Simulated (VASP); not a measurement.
## PbO2: single point with PBEsol

Crystal: PbO2.

```
Pb O
1.0
     0.00000    2.65817    2.65817
     2.65817    0.00000    2.65817
     2.65817    2.65817    0.00000
Pb O
1 2
Direct
  0.00000 0.00000 0.00000
  0.25000 0.25000 0.25000
  0.75000 0.75000 0.75000
```

| Property | Result |
| --- | --- |
| Program | VASP 6.6.1 |
| Task | single point |
| Functional | PBEsol |
| Potentials or basis | VASP PAW PBE potentials, release 64 (Pb_d, O) |
| Cutoff | 520 eV |
| k mesh | 6 × 6 × 6 |
| Occupations | methfessel-paxton, width 0.001 eV |
| Spin | no spin polarisation |
| Dipole correction | no |
| Further INCAR settings | ALGO = Normal; EDIFF = 1e-06; NBANDS = 20 |

| Item | Value |
| --- | --- |
| Pressure | 1.1 GPa |
| Band gap on the k mesh | zero (band 13 reaches 6.13 eV, above the bottom of band 14 at 4.82 eV) |

Levels at points of the mesh, in eV from the Fermi level:
```tsv
k point	band 11	band 12	band 13	band 14	band 15	band 16
(0.00, 0.00, 0.00)	-2.07	-1.31	-1.31	-1.31	6.97	6.97
(0.50, 0.00, 0.00)	-3.00	-1.49	-1.49	2.86	7.19	9.76
(0.50, 0.50, 0.00)	-0.28	-0.14	-0.14	1.83	6.39	9.32
```

It took 21 s on 1 thread of AMD EPYC 7R13 Processor (Zen 3) (shared host), peak memory 0.13 GiB.

Caveat: the PAW data sets were made with another functional, which shifts forces and pressure a little; spin-orbit coupling is left out, which moves the levels of the heavy elements.
